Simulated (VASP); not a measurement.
Cd: single point with PBE

System: Cd, a slab with vacuum.

```
Cd
1.0
     3.04938    0.00000    0.00000
    -1.52469    2.64084    0.00000
     0.00000    0.00000   27.29250
Cd
5
Direct
  0.00000 0.00000 0.29699
  0.33333 0.66667 0.40028
  0.00000 0.00000 0.50000
  0.33333 0.66667 0.59972
  0.00000 0.00000 0.70301
```

```
Program                : VASP 6.6.1
Task                   : single point
Functional             : PBE
Potentials or basis    : VASP PAW PBE potentials, release 64 (Cd)
Cutoff                 : 520 eV
k mesh                 : 14 × 14 × 1
Occupations            : fermi-dirac, width 0.1 eV
Spin                   : no spin polarisation
Dipole correction      : yes
Further INCAR settings : ALGO = Normal; EDIFF = 1e-06; NBANDS = 38
```

* Largest force: 0.009 eV/Å
* Band gap on the k mesh: zero (bands 30 and 31 overlap by 3.10 eV)

Forces in eV/Å, atoms in the order of the input:
```
Cd   0.000  0.000 -0.009
Cd   0.000  0.000 -0.005
Cd   0.000  0.000  0.000
Cd   0.000  0.000  0.005
Cd   0.000  0.000  0.009
```

Levels at points of the mesh, in eV from the Fermi level:
```tsv
k point	band 27	band 28	band 29	band 30	band 31	band 32	band 33	band 34
(0.00, 0.00, 0.00)	-7.84	-6.87	-5.61	-3.86	-2.03	0.17	2.13	3.26
(0.50, 0.00, 0.00)	-1.97	-1.78	-1.41	-1.18	-0.02	0.53	0.64	1.59
```

Run time: 2.1 min on 1 thread of AMD EPYC 9R45 96-Core Processor (Zen 5), on a shared host, peak memory 0.38 GiB.
